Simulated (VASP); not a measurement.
NaCl, 2 atoms in the cell. The structure is cubic, space group Fm-3m (No. 225). The conventional cell has a = 5.605 Å, b = 5.605 Å, c = 5.605 Å, α = 90.00°, β = 90.00°, γ = 90.00°. Within 3.7 Å of Na (site symmetry m-3m) lie 6 Cl at 2.80 Å. Cl (site symmetry m-3m) has 6 Na at 2.80 Å within 3.7 Å. 

- Program: VASP 6.6.1
- Task: G0W0 quasiparticle levels
- Functional: PBE
- Potentials or basis: VASP PAW PBE potentials, release 64 (Na_sv_GW, Cl_GW)
- Cutoff: 500 eV
- k mesh: 4 × 4 × 4
- Occupations: gaussian, width 0.01 eV
- Spin: no spin polarisation
- Dipole correction: no
- GW scheme: G0W0
- GW iterations: 1
- Cutoff of the response function: 120
- Frequency points: 96
- Empty bands: 131
- Further INCAR settings: ALGO = EVGW0; EDIFF = 1e-08; NBANDS = 139

Potentials or basis: VASP PAW PBE potentials, release 64 (Na_sv_GW, Cl_GW).

Launch:

```console
$ cat potpaw_PBE.64/Na_sv_GW/POTCAR potpaw_PBE.64/Cl_GW/POTCAR > POTCAR
$ cp INCAR.step1 INCAR
$ mpirun -np 1 vasp_std > vasp.out
$ cp INCAR.step2 INCAR
$ mpirun -np 1 vasp_std > vasp.out
$ cp INCAR.step3 INCAR
$ mpirun -np 1 vasp_std > vasp.out
```

Hardware: 1 thread of Intel(R) Xeon(R) 6975P-C (Granite Rapids), with other jobs on the host.

Question: Estimate the wall time of this run.

Answer: Wall time 70 s on 1 thread of Intel(R) Xeon(R) 6975P-C (Granite Rapids), with other jobs on the host, peak memory 0.39 GiB. Counts: k points 8.
